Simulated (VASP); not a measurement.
# Al2GaSb3 (P3m1) in VASP: a series of runs

Al2GaSb3 is run at these levels: PBE; tasks: single point.

All numbers are computed with VASP 6.6.1; they aren't measurements. Logs are shortened: lines on timing, memory, paths and dates and some standing lists are left out, and cuts for length are marked.

## (1) The cell of the first run

The structure is trigonal, space group P3m1 (No. 156). Conventional cell: a = 4.578 Å, b = 4.578 Å, c = 7.584 Å, α = 90.00°, β = 90.00°, γ = 120.00°. Al (site symmetry 3m) has 3 Ga at 3.03 Å and 9 Sb at 3.12 to 3.56 Å and 2 Al at 3.55 to 4.03 Å within 4.1 Å. Within 4.1 Å of Al (site symmetry 3m) lie 9 Sb at 3.11 to 3.55 Å and 3 Ga at 3.36 Å and 2 Al at 3.55 to 4.03 Å. Within 3.5 Å of Ga (site symmetry 3m) lie 4 Sb at 2.68 to 3.14 Å and 6 Al at 3.03 to 3.36 Å. Within 3.5 Å of Sb (site symmetry 3m) lie 3 Ga at 2.68 Å and 6 Al at 3.11 to 3.26 Å and 1 Sb at 3.29 Å. Sb (site symmetry 3m) has 4 Sb at 2.74 to 3.29 Å and 6 Al at 3.11 to 3.56 Å within 3.6 Å. Within 3.6 Å of Sb (site symmetry 3m) lie 3 Sb at 2.74 Å and 6 Al at 3.12 to 3.55 Å and 1 Ga at 3.14 Å.

The cell was built from a structure type or drawn by symmetry, and may not be a known phase.

## (2) Single point, PBE

File INCAR:

```
PREC = Accurate
ENCUT = 520
EDIFF = 1E-6
ISMEAR = 0
SIGMA = 0.1
LREAL = False
LASPH = True
NELM = 60
ALGO = Normal
ISIF = 2
LWAVE = False
LCHARG = True
GGA = PE
LELF = True
LVHAR = True
NBANDS = 26
```

File KPOINTS:

```
Automatic mesh
0
Gamma
  6 6 2
```

File POSCAR:

```
Al2GaSb3
1.0
    4.5781296000      0.0000000000      0.0000000000
   -2.2890648000      3.9647765400      0.0000000000
    0.0000000000      0.0000000000      7.5837140800
Al Ga Sb
2 1 3
Direct
    0.3333333300      0.6666666700      0.7304869300
    0.3333333300      0.6666666700      0.2618563500
    0.0000000000      0.0000000000      0.5356180700
    0.6666666700      0.3333333300      0.4778144100
    0.6666666700      0.3333333300      0.0445462900
    0.0000000000      0.0000000000      0.9496769900
```

Potentials or basis: VASP PAW PBE potentials, release 64 (Al, Ga_d, Sb).

On the command line:

```
> cat potpaw_PBE.64/Al/POTCAR potpaw_PBE.64/Ga_d/POTCAR potpaw_PBE.64/Sb/POTCAR > POTCAR
> mpirun -np 1 vasp_std > vasp.out
```

OUTCAR:

```text
PREC = Accurate
   ENCUT = 520
   EDIFF = 1E-6
   ISMEAR = 0
   LREAL = False
   LASPH = True
   NELM = 60
   ISIF = 2
   GGA = PE

 ion  position               nearest neighbor table
   1  0.333  0.667  0.730-   3 3.03   3 3.03   3 3.03   6 3.12   6 3.12   6 3.12   4 3.26   4 3.26
                             4 3.26   5 3.56   5 3.56   5 3.56
   2  0.333  0.667  0.262-   4 3.11   4 3.11   4 3.11   5 3.11   5 3.11   5 3.11   6 3.55   6 3.55
                             6 3.55
   3  0.000  0.000  0.536-   4 2.68   4 2.68   4 2.68   1 3.03   1 3.03   1 3.03   6 3.14
   4  0.667  0.333  0.478-   3 2.68   3 2.68   3 2.68   2 3.11   2 3.11   2 3.11   1 3.26   1 3.26
                             1 3.26   5 3.29
   5  0.667  0.333  0.045-   6 2.74   6 2.74   6 2.74   2 3.11   2 3.11   2 3.11   4 3.29   1 3.56
                             1 3.56   1 3.56
   6  0.000  0.000  0.950-   5 2.74   5 2.74   5 2.74   1 3.12   1 3.12   1 3.12   3 3.14   2 3.55
                             2 3.55   2 3.55

  LATTYP: Found a hexagonal cell.
 ALAT       =     4.5781296000
 C/A-ratio  =     1.6565092609

  Lattice vectors:

 A1 = (   4.5781296000,   0.0000000000,   0.0000000000)
 A2 = (  -2.2890648000,   3.9647765400,   0.0000000000)
 A3 = (   0.0000000000,   0.0000000000,   7.5837140800)

Analysis of symmetry for initial positions (statically):
=====================================================================
 Subroutine PRICEL returns:
 Original cell was already a primitive cell.

 Routine SETGRP: Setting up the symmetry group for a
 hexagonal supercell.

 Subroutine GETGRP returns: Found  6 space group operations
 (whereof  6 operations were pure point group operations)
 out of a pool of 24 trial point group operations.

The static configuration has the point symmetry C_3v.

Analysis of symmetry for dynamics (positions and initial velocities):
=====================================================================
 Subroutine PRICEL returns:
 Original cell was already a primitive cell.

 Routine SETGRP: Setting up the symmetry group for a
 hexagonal supercell.

 Subroutine GETGRP returns: Found  6 space group operations
 (whereof  6 operations were pure point group operations)
 out of a pool of 24 trial point group operations.

The dynamic configuration has the point symmetry C_3v.

 Subroutine INISYM returns: Found  6 space group operations
 (whereof  6 operations are pure point group operations),
 and found     1 'primitive' translations

----------------------------------------------------------------------------------------

                                     Primitive cell

  volume of cell :     137.6540

  direct lattice vectors                    reciprocal lattice vectors
     4.578129600  0.000000000  0.000000000     0.218429815  0.126110512  0.000000000
    -2.289064800  3.964776540  0.000000000     0.000000000  0.252221024  0.000000000
     0.000000000  0.000000000  7.583714080     0.000000000  0.000000000  0.131861511

  length of vectors
     4.578129600  4.578129604  7.583714080     0.252221025  0.252221024  0.131861511

  position of ions in fractional coordinates (direct lattice)
     0.333333330  0.666666670  0.730486930
     0.333333330  0.666666670  0.261856350
     0.000000000  0.000000000  0.535618070
     0.666666670  0.333333330  0.477814410
     0.666666670  0.333333330  0.044546290
     0.000000000  0.000000000  0.949676990

  ion indices of the primitive-cell ions
   primitive index   ion index
                 1           1
                 2           2
                 3           3
                 4           4
                 5           5
                 6           6

----------------------------------------------------------------------------------------

 KPOINTS: Automatic mesh

Automatic generation of k-mesh.
 Grid dimensions read from file:
 generate k-points for:    6    6    2

 Generating k-lattice:

  Cartesian coordinates                     Fractional coordinates (reciprocal lattice)
     0.036404969  0.021018419  0.000000000     0.166666667  0.000000000  0.000000000
     0.000000000  0.042036837  0.000000000     0.000000000  0.166666667  0.000000000
     0.000000000  0.000000000  0.065930756     0.000000000  0.000000000  0.500000000

  Length of vectors
     0.042036837  0.042036837  0.065930756

  Shift w.r.t. Gamma in fractional coordinates (k-lattice)
     0.000000000  0.000000000  0.000000000

 Subroutine IBZKPT returns following result:
 ===========================================

 Found     14 irreducible k-points:

 Following reciprocal coordinates:
            Coordinates               Weight
  0.000000  0.000000  0.000000      1.000000
  0.166667  0.000000  0.000000      6.000000
  0.333333  0.000000  0.000000      6.000000
  0.500000  0.000000  0.000000      3.000000
  0.166667  0.166667  0.000000      6.000000
  0.333333  0.166667  0.000000     12.000000
  0.333333  0.333333  0.000000      2.000000
  0.000000  0.000000  0.500000      1.000000
  0.166667  0.000000  0.500000      6.000000
  0.333333  0.000000  0.500000      6.000000
  0.500000  0.000000  0.500000      3.000000
  0.166667  0.166667  0.500000      6.000000
  0.333333  0.166667  0.500000     12.000000
  0.333333  0.333333  0.500000      2.000000
   k-points           NKPTS =     14   k-points in BZ     NKDIM =     14   number of bands    NBANDS=     26
   number of dos      NEDOS =    301   number of ions     NIONS =      6
   total plane-waves  NPLWV =  72576
   dimension x,y,z NGX =    36 NGY =   36 NGZ =   56
   dimension x,y,z NGXF=    72 NGYF=   72 NGZF=  112
   ions per type =               2   1   3
   NGX,Y,Z   is equivalent  to a cutoff of  13.07, 13.07, 12.28 a.u.
   NGXF,Y,Z  is equivalent  to a cutoff of  26.15, 26.15, 24.55 a.u.
 SYSTEM =  unknown system
   PREC   = accura    normal or accurate (medium, high low for compatibility)
   ISTART =      0    job   : 0-new  1-cont  2-samecut
   ICHARG =      2    charge: 1-file 2-atom 10-const
   ISPIN  =      1    spin polarized calculation?
   LNONCOLLINEAR =      F non collinear calculations
   LSORBIT =      F    spin-orbit coupling
   LASPH  =      T    aspherical Exc in radial PAW
   ENCUT  =  520.0 eV  38.22 Ry    6.18 a.u.   8.51  8.51 14.10*2*pi/ulx,y,z
   NELM   =     60;   NELMIN=  2; NELMDL= -5     # of ELM steps
   EDIFF  = 0.1E-05   stopping-criterion for ELM
   LREAL  =      F    real-space projection
   EDIFFG = 0.1E-04   stopping-criterion for IOM
   NSW    =      0    number of steps for IOM
   IBRION =     -1    ionic relax: 0-MD 1-quasi-New 2-CG
   NFREE  =      0    steps in history (QN), initial steepest desc. (CG)
   ISIF   =      2    stress and relaxation
   ISYM   =      2    0-nonsym 1-usesym 2-fastsym
   POTIM  = 0.5000    time-step for ionic-motion
   TEBEG  =    0.0;   TEEND  =   0.0 temperature during run
   PSTRESS=    0.0 pullay stress
   NELECT =      34.0000    total number of electrons
   NUPDOWN=      -1.0000    fix difference up-down
   EMIN   =  10.00;   EMAX   =-10.00  energy-range for DOS
   EFERMI =   0.00;   METHOD = LEGACY
   ISMEAR =     0;   SIGMA  =   0.10  broadening in eV -4-tet -1-fermi 0-gaus
   EFERMI_NEDOS =   21; number of points for ismear=-14 and -15
   IALGO  =     38    algorithm
   IMIX   =      4    mixing-type and parameters
     AMIX     =   0.40;   BMIX     =  1.00
     AMIX_MAG =   1.60;   BMIX_MAG =  1.00
  volume/ion in A,a.u.               =      22.94       154.82
  Fermi-wavevector in a.u.,A,eV,Ry     =   1.027160  1.941051 14.354939  1.055058
  Thomas-Fermi vector in A             =   2.161091
   LORBIT       =      0    0 simple, 1 ext, 2 COOP (PROOUT), +10 PAW based schemes
   GGA     = PE    functional components
   LHFCALC =     F    Hartree Fock is set to
   AEXX    =    0.0000 exact exchange contribution
   IVDW    =     0    specifies the selected vdW correction
   LEPSILON=     F    determine dielectric tensor
   LRPA    =     F    only Hartree local field effects (RPA)
 non-spin polarized calculation
 Gauss-broadening in eV      SIGMA  =   0.10
  energy-cutoff  :      520.00
  volume of cell :      137.65
 maximum number of plane-waves:      3731
 NGX is ok and might be reduce to    36
   NGX = 17   NGY = 17   NGZ = 29

 number of electron      34.0000002 magnetization

 Free energy of the ion-electron system (eV)
  ---------------------------------------------------
  ext. energy  EPLUGINS =         0.00000000
  ---------------------------------------------------
  free energy    TOTEN  =       -19.93522782 eV

  energy without entropy =      -19.91397410  energy(sigma->0) =      -19.92460096

 E-fermi :   7.7247     XC(G=0): -10.0960

 val. band max:        7.6969143354   @ k =   0.1667   0.0000   0.0000
 cond. band min:       7.7955374173   @ k =   0.3333   0.1667   0.5000
 fundamental gap:      0.0986230819
 Fermi energy:         7.7247400897

 k-point     1 :       0.0000    0.0000    0.0000
  band No.  band energies     occupation
      1      -7.3849      2.00000
      2      -7.3849      2.00000
      3      -7.3761      2.00000
      4      -7.3284      2.00000
      5      -7.3284      2.00000
      6      -5.3628      2.00000
[... 18 lines left out ...]
     25       9.6010      0.00000
     26      11.4310      0.00000

 k-point     2 :       0.1667    0.0000    0.0000
  band No.  band energies     occupation
      1      -7.3938      2.00000
      2      -7.3805      2.00000
      3      -7.3650      2.00000
      4      -7.3302      2.00000
      5      -7.3286      2.00000
      6      -5.1142      2.00000
[... 18 lines left out ...]
     25      11.3891      0.00000
[... 318 lines left out ...]
     25      12.9371      0.00000
     26      13.5764      0.00000

 k-point    14 :       0.3333    0.3333    0.5000
  band No.  band energies     occupation
      1      -7.4043      2.00000
      2      -7.3684      2.00000
      3      -7.3451      2.00000
      4      -7.3335      2.00000
      5      -7.3319      2.00000
      6      -2.8541      2.00000
[... 18 lines left out ...]
     25      13.4592      0.00000
     26      13.9187      0.00000

------------------------ aborting loop because EDIFF is reached ----------------------------------------

  FORCE on cell =-STRESS in cart. coord.  units (eV):
  Direction    XX          YY          ZZ          XY          YZ          ZX
  --------------------------------------------------------------------------------------
  -------------------------------------------------------------------------------------
  Total       10.3362788     10.3362788      2.8439422      0.0000000      0.0000000      0.0000000
  in kB      120.3056567    120.3056570     33.1011132      0.0000000      0.0000000      0.0000000
  external PRESSURE =      91.2374757 kB  Pullay stress =       0.0000000 kB

 VOLUME and BASIS-vectors are now :
 -----------------------------------------------------------------------------
  energy-cutoff  :      520.00
  volume of cell :      137.65
      direct lattice vectors                 reciprocal lattice vectors
     4.578129600  0.000000000  0.000000000     0.218429815  0.126110512  0.000000000
    -2.289064800  3.964776540  0.000000000     0.000000000  0.252221024  0.000000000
     0.000000000  0.000000000  7.583714080     0.000000000  0.000000000  0.131861511

 POSITION                                       TOTAL-FORCE (eV/Angst)
 -----------------------------------------------------------------------------------
     -0.00000      2.64318      5.53980        -0.000000      0.000000     -0.024649
     -0.00000      2.64318      1.98584        -0.000000      0.000000     -0.006365
      0.00000      0.00000      4.06197        -0.000000      0.000000      0.551556
      2.28906      1.32159      3.62361         0.000000     -0.000000     -0.287380
      2.28906      1.32159      0.33783         0.000000     -0.000000      1.231397
      0.00000      0.00000      7.20208        -0.000000      0.000000     -1.464558
 -----------------------------------------------------------------------------------
    total drift:                               -0.000007      0.000004      0.000937

  FREE ENERGIE OF THE ION-ELECTRON SYSTEM (eV)
  ---------------------------------------------------
  free  energy   TOTEN  =       -19.9352278162 eV

  energy  without entropy=      -19.9139740976  energy(sigma->0) =      -19.92460096
```

Run time: 80 s. Hardware: 1 thread of Intel Xeon 8259CL, shared host; peak memory 0.28 GiB.

Results:

- Free energy: -19.9352 eV
- Pressure: 9.1 GPa
- Largest force: 1.465 eV/Å
- Band gap on the k mesh: zero (bands 17 and 18 overlap by 1.93 eV)

Forces on the atoms (eV/Å):
```
Al   0.000  0.000 -0.025
Al   0.000  0.000 -0.006
Ga   0.000  0.000  0.552
Sb   0.000  0.000 -0.287
Sb   0.000  0.000  1.231
Sb   0.000  0.000 -1.465
```

Stress tensor (GPa, compression positive):
```
12.03  0.00  0.00
 0.00 12.03  0.00
 0.00  0.00  3.31
```

Caveat: the k points lie up to 0.41 Å⁻¹ apart, too coarse for converged energies and pressures of a metal; spin-orbit coupling is left out, which moves the levels of the heavy elements; forces of over 1 eV/Å act on the atoms, so gaps and moduli don't describe the material at rest.

## (3) Single point, PBE

This run uses another cell than the first one, of 24.63 Å³/atom.

File INCAR:

```
PREC = Accurate
ENCUT = 520
EDIFF = 1E-6
ISMEAR = 0
SIGMA = 0.1
LREAL = False
LASPH = True
NELM = 100
ALGO = Normal
ISIF = 2
LWAVE = False
LCHARG = False
GGA = PE
NBANDS = 26
```

KPOINTS is that of step 2.

File POSCAR:

```
Al2GaSb3
1.0
    4.1487648224      0.0000000000      0.0000000000
   -2.0743824112      3.5929357306      0.0000000000
    0.0000000000      0.0000000000      9.9137931836
Al Ga Sb
2 1 3
Direct
    0.3333333333      0.6666666667      0.7360155226
    0.3333333333      0.6666666667      0.4197841447
    0.0000000000      0.0000000000      0.2675071003
    0.6666666667      0.3333333333      0.5756405684
    0.6666666667      0.3333333333      0.1020099010
    0.0000000000      0.0000000000      0.8990418030
```

Potentials or basis: VASP PAW PBE potentials, release 64 (Al, Ga_d, Sb).

On the command line:

```
> cat potpaw_PBE.64/Al/POTCAR potpaw_PBE.64/Ga_d/POTCAR potpaw_PBE.64/Sb/POTCAR > POTCAR
> mpirun -np 1 vasp_std > vasp.out
```

Wall time 85 s (1 thread of Intel Xeon 8259CL, shared host); peak memory 0.29 GiB.

It converged, with:

```
Free energy            : -22.3525 eV
Pressure               : 0.1 GPa
Largest force          : 0.011 eV/Å
Band gap on the k mesh : zero (bands 17 and 18 overlap by 1.35 eV)
```

Forces on the atoms (eV/Å):
```
Al   0.000  0.000  0.002
Al   0.000  0.000 -0.009
Ga   0.000  0.000  0.003
Sb   0.000  0.000  0.009
Sb   0.000  0.000 -0.011
Sb   0.000  0.000  0.007
```

Stress tensor (GPa, compression positive):
```
0.05 0.00 0.00
0.00 0.05 0.00
0.00 0.00 0.18
```

Levels at points of the mesh, in eV from the Fermi level:
| k point | band 14 | band 15 | band 16 | band 17 | band 18 | band 19 | band 20 | band 21 |
| --- | --- | --- | --- | --- | --- | --- | --- | --- |
| (0.00, 0.00, 0.00) | -0.48 | -0.29 | 0.30 | 0.83 | 0.83 | 1.27 | 2.00 | 2.00 |
| (0.50, 0.00, 0.00) | -2.44 | -1.80 | -1.51 | -1.39 | -0.53 | 0.47 | 1.01 | 1.74 |
| (0.00, 0.00, 0.50) | -0.53 | -0.53 | 0.73 | 0.73 | 1.01 | 1.45 | 2.00 | 2.00 |
| (0.50, 0.00, 0.50) | -2.42 | -2.09 | -1.12 | -0.71 | 0.37 | 0.73 | 1.63 | 1.69 |

Caveat: spin-orbit coupling is left out, which moves the levels of the heavy elements.
